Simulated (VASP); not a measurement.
# HfN (Fm-3m) in VASP: further runs, part 2 of 2

VASP 6.6.1.

## Step 3: Single point, LDA

This run uses another cell than the first one, of 12.09 Å³/atom, 1.026 times its volume.

Input file INCAR:

```
ALGO = Normal
EDIFF = 1E-6
ENCUT = 520
ISIF = 2
ISMEAR = -1
LASPH = T
LCHARG = T
LELF = T
LREAL = F
LVHAR = T
LWAVE = F
NBANDS = 14
NELM = 100
PREC = Accurate
SIGMA = 0.05
```

Input file KPOINTS:

```
k-points
0
Gamma
  11 11 11
```

Input file POSCAR:

```
HfN
1.0
    0.0000000000      2.2954140625      2.2954140625
    2.2954140625      0.0000000000      2.2954140625
    2.2954140625      2.2954140625      0.0000000000
Hf N
1 1
Direct
    0.0000000000      0.0000000000      0.0000000000
    0.5000000000      0.5000000000      0.5000000000
```

Potentials or basis: VASP PAW LDA potentials, release 64 (Hf_pv, N).

Started as:

```
cat potpaw_LDA.64/Hf_pv/POTCAR potpaw_LDA.64/N/POTCAR > POTCAR
mpirun -np 1 vasp_std > vasp.out
```

OUTCAR:

```text
EDIFF = 1E-6
   ENCUT = 520
   ISIF = 2
   ISMEAR = -1
   LASPH = T
   LREAL = F
   NELM = 100
   PREC = Accurate

 ion  position               nearest neighbor table
   1  0.000  0.000  0.000-   2 2.30   2 2.30   2 2.30   2 2.30   2 2.30   2 2.30
   2  0.500  0.500  0.500-   1 2.30   1 2.30   1 2.30   1 2.30   1 2.30   1 2.30

  LATTYP: Found a face centered cubic cell.
 ALAT       =     4.5908281250

  Lattice vectors:

 A1 = (   0.0000000000,   2.2954140625,   2.2954140625)
 A2 = (   2.2954140625,   0.0000000000,   2.2954140625)
[... 583 lines left out ...]
      9       8.7321      0.00000
     10      10.5798      0.00000
     11      10.7535      0.00000
     12      13.5954      0.00000
     13      14.4722      0.00000
     14      18.8768      0.00000

 [... further k-points ...]
[... 5 lines left out ...]
  --------------------------------------------------------------------------------------
  -------------------------------------------------------------------------------------
  Total       -3.2908693     -3.2908693     -3.2908693      0.0000000      0.0000000      0.0000000
  in kB     -217.9757162   -217.9757162   -217.9757162      0.0000000      0.0000000      0.0000000
  external PRESSURE =    -217.9757162 kB  Pullay stress =       0.0000000 kB

 VOLUME and BASIS-vectors are now :
 -----------------------------------------------------------------------------
  energy-cutoff  :      520.00
  volume of cell :       24.19
      direct lattice vectors                 reciprocal lattice vectors
     0.000000000  2.295414062  2.295414062    -0.217825624  0.217825624  0.217825624
     2.295414062  0.000000000  2.295414062     0.217825624 -0.217825624  0.217825624
     2.295414062  2.295414062  0.000000000     0.217825624  0.217825624 -0.217825624

 POSITION                                       TOTAL-FORCE (eV/Angst)
 -----------------------------------------------------------------------------------
      0.00000      0.00000      0.00000         0.000000      0.000000     -0.000000
      2.29541      2.29541      2.29541         0.000000      0.000000      0.000000
 -----------------------------------------------------------------------------------
    total drift:                                0.000000     -0.000000     -0.000000

  FREE ENERGIE OF THE ION-ELECTRON SYSTEM (eV)
  ---------------------------------------------------
  free  energy   TOTEN  =       -23.7229803048 eV

  energy  without entropy=      -23.7162062033  energy(sigma->0) =      -23.71959325
```

OSZICAR:

```text
N       E                     dE             d eps       ncg     rms          rms(c)
DAV:   1     0.340448819088E+02    0.34045E+02   -0.77994E+03  1576   0.100E+03
DAV:   2    -0.248776398307E+02   -0.58923E+02   -0.55343E+02  2054   0.224E+02
DAV:   3    -0.267140279593E+02   -0.18364E+01   -0.18302E+01  1880   0.315E+01
DAV:   4    -0.267211046794E+02   -0.70767E-02   -0.70761E-02  1832   0.235E+00
DAV:   5    -0.267211534863E+02   -0.48807E-04   -0.48808E-04  1834   0.168E-01    0.457E+01
DAV:   6    -0.239152807233E+02    0.28059E+01   -0.87391E+00  1634   0.216E+01    0.402E+01
DAV:   7    -0.237685444044E+02    0.14674E+00   -0.48829E-01  1940   0.529E+00    0.260E+01
DAV:   8    -0.237306791049E+02    0.37865E-01   -0.17149E-01  1874   0.331E+00    0.556E+00
DAV:   9    -0.237231028055E+02    0.75763E-02   -0.18695E-02  1862   0.110E+00    0.192E+00
DAV:  10    -0.237230048937E+02    0.97912E-04   -0.86021E-04  2018   0.248E-01    0.331E-01
DAV:  11    -0.237229808681E+02    0.24026E-04   -0.61161E-05  1790   0.681E-02    0.631E-02
DAV:  12    -0.237229803048E+02    0.56328E-06   -0.61482E-06  2032   0.205E-02
   1 F= -.23722980E+02 E0= -.23719593E+02  d E =-.677410E-02
```

It took 5.3 s on 1 thread of Intel Xeon 6975P-C (Granite Rapids), shared host; peak memory 0.14 GiB.

What came out:

```
Free energy : -23.7230 eV
Pressure    : -21.8 GPa
```

Caveat: spin-orbit coupling is left out, which moves the levels of the heavy elements.

## Step 4: Single point, LDA

This run uses another cell than the first one, of 12.40 Å³/atom, 1.052 times its volume.

Input file INCAR:

```
  PREC = Accurate
  ENCUT = 520
  EDIFF = 1E-6
  ISMEAR = -1
  SIGMA = 0.05
  LREAL = F
  LASPH = T
  NELM = 60
  ALGO = Normal
  ISIF = 2
  LWAVE = F
  LCHARG = F
  NBANDS = 14
```

Input file KPOINTS:

```
Automatic mesh
0
Gamma
  11 11 11
```

Input file POSCAR:

```
HfN
1.0
    0.0000000000      2.3146234414      2.3146234414
    2.3146234414      0.0000000000      2.3146234414
    2.3146234414      2.3146234414      0.0000000000
Hf N
1 1
Direct
    0.0000000000      0.0000000000      0.0000000000
    0.5000000000      0.5000000000      0.5000000000
```

Started as:

```
cat potpaw_LDA.64/Hf_pv/POTCAR potpaw_LDA.64/N/POTCAR > POTCAR
mpirun -np 1 vasp_std > vasp.out
```

It took 5 s on 1 thread of Intel Xeon 6975P-C (Granite Rapids), shared host; peak memory 0.14 GiB.

It converged, with:

* Free energy: -23.6304 eV
* Pressure: -26.7 GPa

Levels at points of the mesh, in eV from the Fermi level:
```csv
k point,band 4,band 5,band 6,band 7,band 8,band 9,band 10,band 11,band 12,band 13
"(0.00, 0.00, 0.00)",-16.74,-2.80,-2.80,-2.80,-0.29,-0.29,-0.29,1.38,1.79,1.79
```

Caveat: spin-orbit coupling is left out, which moves the levels of the heavy elements.

## Step 5: Overview

| cell | gap on the mesh (eV) | pressure (GPa) |
| --- | --- | --- |
| a = 3.219 Å, angles 60.0°, 2 atoms | none | -16.1 |
| a = 3.246 Å, angles 60.0°, 2 atoms | none | -21.8 |
| a = 3.273 Å, angles 60.0°, 2 atoms | none | -26.7 |

Alike in all rows: task single point; level LDA; potentials or basis VASP PAW LDA potentials, release 64 (Hf_pv, N); no spin polarisation; k mesh 11 × 11 × 11; cutoff (eV) 520; smearing fermi-dirac 0.05 eV.

Caveats: spin-orbit coupling is left out, which moves the levels of the heavy elements.

Absolute energies hang on the potentials; compare differences alone.
